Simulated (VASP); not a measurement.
# Pt (P-1) in VASP: further runs, part 2 of 2

VASP 6.6.1. The steps go on from the part before.

### 3 Single point, PBEsol

This run uses another cell than the first one, of 15.25 Å³/atom, 1.002 times its volume.

INCAR reads:

```
PREC = Accurate ; ENCUT = 520
EDIFF = 1E-7 ; ISMEAR = 1
SIGMA = 0.1 ; LREAL = False
LASPH = True ; NELM = 80
ALGO = Normal ; ISIF = 2
LWAVE = False ; LCHARG = True
GGA = PS ; LELF = True
LVHAR = True ; NBANDS = 17
```

KPOINTS reads:

```
Automatic mesh
0
Gamma
  7 7 4
```

POSCAR reads:

```
Pt
1.0
    2.7296150308     -0.0110583846      0.0044113895
   -1.3745722378      2.3423374650      0.0079656945
    0.0071729883      0.0181763846      4.7812739424
Pt
2
Direct
    0.7463113347      0.2899402658      0.7284483338
    0.2367374893      0.7503216936      0.2307077792
```

Potentials or basis: VASP PAW PBE potentials, release 64 (Pt).

The run is started by

```
$ cat potpaw_PBE.64/Pt/POTCAR > POTCAR
$ mpirun -np 1 vasp_std > vasp.out
```

OUTCAR:

```text
PREC = Accurate
   ENCUT = 520
   EDIFF = 1E-7
   ISMEAR = 1
   LREAL = False
   LASPH = True
   NELM = 80
   ISIF = 2
   GGA = PS

 ion  position               nearest neighbor table
   1  0.746  0.290  0.728-   2 2.69   2 2.73   2 2.78   2 2.78   2 3.30   2 3.32   2 3.41   2 3.42

   2  0.237  0.750  0.231-   1 2.69   1 2.73   1 2.78   1 2.78   1 3.30   1 3.32   1 3.41   1 3.42

  LATTYP: Found a triclinic cell.
 ALAT       =     2.6965081705
 B/A-ratio  =     1.0122873075
 C/A-ratio  =     1.7731501519
 COS(alpha) =     0.0031008902
 COS(beta)  =     0.0086305312
 COS(gamma) =     0.4990177257

  Lattice vectors:

 A1 = (  -1.3550427930,  -2.3312790804,  -0.0123770840)
 A2 = (  -2.7296150308,   0.0110583846,  -0.0044113895)
 A3 = (  -0.0071729883,  -0.0181763846,  -4.7812739424)

Analysis of symmetry for initial positions (statically):
=====================================================================
 Subroutine PRICEL returns:
 Original cell was already a primitive cell.

 Routine SETGRP: Setting up the symmetry group for a
 triclinic supercell.

 Subroutine GETGRP returns: Found  2 space group operations
 (whereof  1 operations were pure point group operations)
 out of a pool of  2 trial point group operations.

The static configuration has the point symmetry C_1 .
 The point group associated with its full space group is S_2 .

Analysis of symmetry for dynamics (positions and initial velocities):
=====================================================================
 Subroutine PRICEL returns:
 Original cell was already a primitive cell.

 Routine SETGRP: Setting up the symmetry group for a
 triclinic supercell.

 Subroutine GETGRP returns: Found  2 space group operations
 (whereof  1 operations were pure point group operations)
 out of a pool of  2 trial point group operations.

The dynamic configuration has the point symmetry C_1 .
 The point group associated with its full space group is S_2 .
[... 110 lines left out ...]
   NELECT =      20.0000    total number of electrons
   NUPDOWN=      -1.0000    fix difference up-down
   EMIN   =  10.00;   EMAX   =-10.00  energy-range for DOS
   EFERMI =   0.00;   METHOD = LEGACY
   ISMEAR =     1;   SIGMA  =   0.10  broadening in eV -4-tet -1-fermi 0-gaus
   EFERMI_NEDOS =   21; number of points for ismear=-14 and -15
   IALGO  =     38    algorithm
   IMIX   =      4    mixing-type and parameters
     AMIX     =   0.40;   BMIX     =  1.00
     AMIX_MAG =   1.60;   BMIX_MAG =  1.00
  volume/ion in A,a.u.               =      15.25       102.90
  Fermi-wavevector in a.u.,A,eV,Ry     =   1.422331  2.687816 27.524931  2.023025
  Thomas-Fermi vector in A             =   2.543046
   LORBIT       =      0    0 simple, 1 ext, 2 COOP (PROOUT), +10 PAW based schemes
   GGA     = PS    functional components
   LHFCALC =     F    Hartree Fock is set to
   AEXX    =    0.0000 exact exchange contribution
   IVDW    =     0    specifies the selected vdW correction
   LEPSILON=     F    determine dielectric tensor
   LRPA    =     F    only Hartree local field effects (RPA)
 non-spin polarized calculation
 Methfessel and Paxton  Order N= 1 SIGMA  =   0.10
  energy-cutoff  :      520.00
  volume of cell :       30.50
 maximum number of plane-waves:       833
   NGX = 11   NGY = 11   NGZ = 17

 number of electron      19.9999999 magnetization

 Free energy of the ion-electron system (eV)
  ---------------------------------------------------
  ext. energy  EPLUGINS =         0.00000000
  ---------------------------------------------------
  free energy    TOTEN  =       -13.87235374 eV

  energy without entropy =      -13.87115349  energy(sigma->0) =      -13.87195366

 E-fermi :  11.0062     XC(G=0): -13.5466

 val. band max:       10.9911008693   @ k =  -0.0000   0.2857   0.5000
 cond. band min:      11.0075591252   @ k =   0.4286   0.0000   0.0000
 fundamental gap:      0.0164582559
 Fermi energy:        11.0061778936

 k-point     1 :       0.0000    0.0000    0.0000
  band No.  band energies     occupation
      1       0.7120      2.00000
      2       3.3413      2.00000
      3       5.8623      2.00000
      4       7.1379      2.00000
      5       7.4419      2.00000
      6       7.5184      2.00000
[... 457 lines left out ...]
      4       6.8302      2.00000
      5       7.0609      2.00000
      6       7.8030      2.00000
[... 9 lines left out ...]
     16      26.8762      0.00000
     17      27.2216      0.00000

 [... further k-points ...]
[... 5 lines left out ...]
  --------------------------------------------------------------------------------------
  -------------------------------------------------------------------------------------
  Total       -0.2416381     -0.0357424     -0.1126449      0.0391800     -0.1714247     -0.1056298
  in kB      -12.6947331     -1.8777671     -5.9179288      2.0583658     -9.0059889     -5.5493788
  external PRESSURE =      -6.8301430 kB  Pullay stress =       0.0000000 kB

 VOLUME and BASIS-vectors are now :
 -----------------------------------------------------------------------------
  energy-cutoff  :      520.00
  volume of cell :       30.50
      direct lattice vectors                 reciprocal lattice vectors
     2.729615031 -0.011058385  0.004411389     0.367227319  0.215507543 -0.001370192
    -1.374572238  2.342337465  0.007965695     0.001736365  0.427948472 -0.001629484
     0.007172988  0.018176385  4.781273942    -0.000341711 -0.000911806  0.209153258

 POSITION                                       TOTAL-FORCE (eV/Angst)
 -----------------------------------------------------------------------------------
      1.64382      0.68413      3.48851        -0.060757     -0.241628      0.156177
     -0.38351      1.75908      1.11010         0.060757      0.241628     -0.156177
 -----------------------------------------------------------------------------------
    total drift:                                0.000000      0.000003     -0.000001

  FREE ENERGIE OF THE ION-ELECTRON SYSTEM (eV)
  ---------------------------------------------------
  free  energy   TOTEN  =       -13.8723537374 eV

  energy  without entropy=      -13.8711534911  energy(sigma->0) =      -13.87195366
```

OSZICAR:

```text
N       E                     dE             d eps       ncg     rms          rms(c)
DAV:   1     0.102125360681E+03    0.10213E+03   -0.10576E+04  3366   0.114E+03
DAV:   2    -0.129304689092E+02   -0.11506E+03   -0.10903E+03  3619   0.247E+02
DAV:   3    -0.148454309349E+02   -0.19150E+01   -0.18956E+01  4129   0.318E+01
DAV:   4    -0.148550198592E+02   -0.95889E-02   -0.95877E-02  3946   0.235E+00
DAV:   5    -0.148551149315E+02   -0.95072E-04   -0.95070E-04  4261   0.245E-01    0.179E+01
DAV:   6    -0.139667588476E+02    0.88836E+00   -0.13885E+00  3626   0.103E+01    0.904E+00
DAV:   7    -0.138828631589E+02    0.83896E-01   -0.23675E-01  4119   0.412E+00    0.325E+00
DAV:   8    -0.138740296919E+02    0.88335E-02   -0.38141E-02  3710   0.164E+00    0.114E+00
DAV:   9    -0.138723509993E+02    0.16787E-02   -0.24199E-03  3806   0.425E-01    0.399E-02
DAV:  10    -0.138723509845E+02    0.14719E-07   -0.43193E-05  4286   0.464E-02    0.226E-02
DAV:  11    -0.138723533059E+02   -0.23214E-05   -0.38578E-06  3827   0.160E-02    0.385E-03
DAV:  12    -0.138723537619E+02   -0.45596E-06   -0.10454E-07  2920   0.303E-03    0.166E-03
DAV:  13    -0.138723537374E+02    0.24511E-07   -0.11415E-08  1994   0.841E-04
   1 F= -.13872354E+02 E0= -.13871954E+02  d E =-.120025E-02
```

Run time: 23 s. Hardware: 1 thread of Intel Xeon Platinum 8488C (Sapphire Rapids), shared host; peak memory 0.17 GiB.

What came out:

```
Free energy            : -13.8724 eV
Pressure               : -0.7 GPa
Largest force          : 0.294 eV/Å
Band gap on the k mesh : zero (band 10 reaches 11.32 eV, above the bottom of band 11 at 9.60 eV)
```

Forces in eV/Å, atoms in the order of the input:
```
Pt  -0.061 -0.242  0.156
Pt   0.061  0.242 -0.156
```

Caveat: the k points lie up to 0.38 Å⁻¹ apart; the PAW data sets were made with another functional, which shifts forces and pressure a little; spin-orbit coupling is left out, which moves the levels of the heavy elements.

### 4 Single point, PBEsol

This run uses another cell than the first one, of 15.28 Å³/atom, 1.005 times its volume.

INCAR reads:

```
  PREC = Accurate
  ENCUT = 520
  EDIFF = 1E-6
  ISMEAR = 1
  SIGMA = 0.1
  LREAL = F
  LASPH = T
  NELM = 100
  ALGO = Normal
  ISIF = 2
  LWAVE = F
  LCHARG = T
  GGA = PS
  LELF = T
  LVHAR = T
  NBANDS = 17
```

KPOINTS reads:

```
regular mesh
0
Gamma
  7 7 4
```

POSCAR reads:

```
Pt
1.0
    2.7401229956     -0.0111082060      0.0016867704
   -1.3799164457      2.3652173747      0.0051283546
    0.0024736882      0.0098460451      4.7277210203
Pt
2
Direct
    0.7425319581      0.2796575312      0.7286429353
    0.2405168659      0.7606044282      0.2305131777
```

The run is started by

```
$ cat potpaw_PBE.64/Pt/POTCAR > POTCAR
$ mpirun -np 1 vasp_std > vasp.out
```

It took 21 s on 1 thread of Intel Xeon Platinum 8488C (Sapphire Rapids), shared host; peak memory 0.16 GiB.

Results (log left out):

| Quantity | Value |
| --- | --- |
| Free energy | -13.8796 eV |
| Pressure | -1.7 GPa |
| Largest force | 0.172 eV/Å |
| Band gap on the k mesh | zero (band 10 reaches 11.26 eV, above the bottom of band 11 at 9.60 eV) |

Forces in eV/Å, atoms in the order of the input:
```
Pt  -0.026 -0.120  0.120
Pt   0.026  0.120 -0.120
```

Stress tensor (GPa, compression positive):
```
-2.27 -0.13 -0.35
-0.13 -2.38 -0.60
-0.35 -0.60 -0.32
```

Levels at points of the mesh, in eV from the Fermi level:
```tsv
k point	band 8	band 9	band 10	band 11	band 12	band 13
(0.00, 0.00, 0.00)	-2.98	-1.69	-1.02	-0.51	0.52	5.11
(0.00, 0.00, 0.50)	-3.42	-1.52	-1.45	-1.16	-1.14	11.87
```

Caveat: the k points lie up to 0.38 Å⁻¹ apart; the PAW data sets were made with another functional, which shifts forces and pressure a little; spin-orbit coupling is left out, which moves the levels of the heavy elements.

### 5 Single point, PBEsol

This run uses another cell than the first one, of 15.27 Å³/atom, 1.004 times its volume.

INCAR reads:

```
PREC = Accurate
ENCUT = 520
EDIFF = 1E-6
ISMEAR = 1
SIGMA = 0.1
LREAL = False
LASPH = True
NELM = 60
ALGO = Normal
ISIF = 2
LWAVE = False
LCHARG = False
GGA = PS
NBANDS = 17
```

KPOINTS reads:

```
Automatic mesh
0
Gamma
  7 7 4
```

POSCAR reads:

```
Pt
1.0
    2.7362393410     -0.0107547140      0.0006275773
   -1.3776662142      2.3625953643      0.0040589749
    0.0006534947      0.0066969656      4.7342900255
Pt
2
Direct
    0.7426945791      0.2782295823      0.7292114520
    0.2403542449      0.7620323770      0.2299446610
```

The run is started by

```
$ cat potpaw_PBE.64/Pt/POTCAR > POTCAR
$ mpirun -np 1 vasp_std > vasp.out
```

Run time: 22 s. Hardware: 1 thread of Intel Xeon Platinum 8488C (Sapphire Rapids), shared host; peak memory 0.16 GiB.

Results (log left out):

- Free energy: -13.8817 eV
- Pressure: -1.4 GPa
- Largest force: 0.115 eV/Å
- Band gap on the k mesh: zero (band 10 reaches 11.28 eV, above the bottom of band 11 at 9.62 eV)

Forces in eV/Å, atoms in the order of the input:
```
Pt  -0.023 -0.103  0.047
Pt   0.023  0.103 -0.047
```

Stress tensor (GPa, compression positive):
```
-1.80 -0.18 -0.21
-0.18 -1.96 -0.38
-0.21 -0.38 -0.37
```

Levels at points of the mesh, in eV from the Fermi level:
```tsv
k point	band 6	band 7	band 8	band 9	band 10	band 11	band 12	band 13	band 14	band 15
(0.00, 0.00, 0.00)	-3.33	-3.01	-3.00	-1.68	-1.04	-0.51	0.51	5.08	14.72	15.37
(0.00, 0.00, 0.50)	-3.69	-3.46	-3.45	-1.49	-1.46	-1.15	-1.14	11.86	11.92	16.06
```

Caveat: the k points lie up to 0.38 Å⁻¹ apart; the PAW data sets were made with another functional, which shifts forces and pressure a little; spin-orbit coupling is left out, which moves the levels of the heavy elements.

### 6 Single point, PBEsol

Changes to INCAR since step 5:

```diff
@@ -2,3 +2,3 @@
 ENCUT = 520
-EDIFF = 1E-6
+EDIFF = 1E-7
 ISMEAR = 1
@@ -7,3 +7,3 @@
 LASPH = True
-NELM = 60
+NELM = 100
 ALGO = Normal
```

KPOINTS reads:

```
regular mesh
0
Gamma
  7 7 4
```

POSCAR reads:

```
Pt
1.0
    2.7232717144     -0.0103115876     -0.0023497018
   -1.3708024052      2.3557469521      0.0008455176
   -0.0044648384     -0.0025987875      4.7505245192
Pt
2
Direct
    0.7423840609      0.2726337576      0.7298871057
    0.2406647631      0.7676282018      0.2292690073
```

Potentials or basis: VASP PAW PBE potentials, release 64 (Pt).

The run is started by

```
$ cat potpaw_PBE.64/Pt/POTCAR > POTCAR
$ mpirun -np 1 vasp_std > vasp.out
```

OUTCAR:

```text
PREC = Accurate
   ENCUT = 520
   EDIFF = 1E-7
   ISMEAR = 1
   LREAL = False
   LASPH = True
   NELM = 100
   ISIF = 2
   GGA = PS

 ion  position               nearest neighbor table
   1  0.742  0.273  0.730-   2 2.73   2 2.73   2 2.74   2 2.74   2 3.35   2 3.35   2 3.35   2 3.36

   2  0.241  0.768  0.229-   1 2.73   1 2.73   1 2.74   1 2.74   1 3.35   1 3.35   1 3.35   1 3.36

  LATTYP: Found a triclinic cell.
 ALAT       =     2.7232922503
 B/A-ratio  =     1.0008304560
 C/A-ratio  =     1.7444059953
 COS(alpha) =     0.0003100891
 COS(beta)  =     0.0018005993
 COS(gamma) =     0.5062137038

[... 654 lines left out ...]
      4       6.9050      2.00000
      5       6.9992      2.00000
      6       7.9352      2.00000
[... 9 lines left out ...]
     16      26.8154      0.00000
     17      27.3955      0.00000

 [... further k-points ...]
[... 5 lines left out ...]
  --------------------------------------------------------------------------------------
  -------------------------------------------------------------------------------------
  Total       -0.0305183     -0.1082566      0.0094224     -0.0371283      0.0311340      0.0208054
  in kB       -1.6079317     -5.7037737      0.4964408     -1.9561996      1.6403707      1.0961830
  external PRESSURE =      -2.2717548 kB  Pullay stress =       0.0000000 kB

 VOLUME and BASIS-vectors are now :
 -----------------------------------------------------------------------------
  energy-cutoff  :      520.00
  volume of cell :       30.41
      direct lattice vectors                 reciprocal lattice vectors
     2.723271714 -0.010311588 -0.002349702     0.368016634  0.214147659  0.000463035
    -1.370802405  2.355746952  0.000845518     0.001611085  0.425431212  0.000234248
    -0.004464838 -0.002598788  4.750524519     0.000181741  0.000030202  0.210503258

 POSITION                                       TOTAL-FORCE (eV/Angst)
 -----------------------------------------------------------------------------------
      1.64473      0.63270      3.46583        -0.011092     -0.034637     -0.036860
     -0.39789      1.80526      1.08923         0.011092      0.034637      0.036860
 -----------------------------------------------------------------------------------
    total drift:                                0.000005      0.000006     -0.000001

  FREE ENERGIE OF THE ION-ELECTRON SYSTEM (eV)
  ---------------------------------------------------
  free  energy   TOTEN  =       -13.8847083446 eV

  energy  without entropy=      -13.8821359042  energy(sigma->0) =      -13.88385086
```

Run time: 22 s. Hardware: 1 thread of Intel Xeon Platinum 8488C (Sapphire Rapids), shared host; peak memory 0.16 GiB.

Results:

* Free energy: -13.8847 eV
* Pressure: -0.2 GPa
* Largest force: 0.052 eV/Å
* Band gap on the k mesh: zero (band 10 reaches 11.36 eV, above the bottom of band 11 at 9.68 eV)

Forces in eV/Å, atoms in the order of the input:
```
Pt  -0.011 -0.035 -0.037
Pt   0.011  0.035  0.037
```

Caveat: the k points lie up to 0.38 Å⁻¹ apart; the PAW data sets were made with another functional, which shifts forces and pressure a little; spin-orbit coupling is left out, which moves the levels of the heavy elements.

### 7 Summary

```csv
cell,gap on the mesh (eV),pressure (GPa),largest force (eV/Å)
"a = 2.723, b = 2.705, c = 4.802 Å, angles 89.7, 89.8, 120.7°, 2 atoms",none,0.1,0.30
"a = 2.730, b = 2.716, c = 4.781 Å, angles 89.7, 89.8, 120.6°, 2 atoms",none,-0.7,0.29
"a = 2.740, b = 2.738, c = 4.728 Å, angles 89.8, 89.9, 120.5°, 2 atoms",none,-1.7,0.17
"a = 2.736, b = 2.735, c = 4.734 Å, angles 89.8, 90.0, 120.5°, 2 atoms",none,-1.4,0.12
"a = 2.723, b = 2.726, c = 4.751 Å, angles 90.0, 90.1, 120.4°, 2 atoms",none,-0.2,0.05
```

Alike in all rows: task single point; level PBEsol; potentials or basis VASP PAW PBE potentials, release 64 (Pt); no spin polarisation; k mesh 7 × 7 × 4; cutoff (eV) 520; smearing methfessel-paxton 0.1 eV.

Caveats: all runs use coarse meshes; the PAW data sets were made with another functional, which shifts forces and pressure a little; spin-orbit coupling is left out, which moves the levels of the heavy elements.

Total energies depend on the potentials used, so only differences within one code and one set of settings carry meaning.
